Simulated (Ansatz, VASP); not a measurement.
**Co: VASP beside Ansatz**

```
Co
1.0
     2.45486    0.00000    0.00000
    -1.22743    2.12597    0.00000
     0.00000    0.00000    7.95504
Co
4
Cartesian
  0.0000 0.0000 7.9550
  0.0000 0.0000 3.9775
  0.0000 1.4173 1.9888
  1.2274 0.7087 5.9663
```

Alike in both runs: functional PBEsol; k mesh 14 × 14 × 4; occupations fermi-dirac, width 0.05 eV; collinear spin.

Ansatz relaxed the structure, and its values are those at the end. VASP's run is a single point on that final structure, the one shown.

|  | VASP | Ansatz |
| --- | --- | --- |
| version | VASP 6.6.1 | Ansatz 0.2.0 |
| potentials or method | VASP PAW PBE potentials, release 64 (Co), cutoff 520 eV | plane waves (420 eV) with PAW, scalar-relativistic |
| valence electrons in the cell | 36 | 68 |

Ansatz gave:

* pressure (GPa): 0.0
* net moment per atom (μB): 1.57
* size of the moment on the site where the two differ most (μB): 1.65

**Question.** What did VASP give for the same quantities?

**Answer.** Pressure (GPa): -0.9; net moment per atom (μB): 1.57; size of the moment on the site where the two differ most (μB): 1.58.

VASP's potentials were made for PBE, not for PBEsol, and Ansatz warns of the same on its side. Site moments also hang on the region over which each program counts them. VASP's potentials hold 36 valence electrons a cell and Ansatz's 68, so a difference there can come from the potentials and not from the codes.
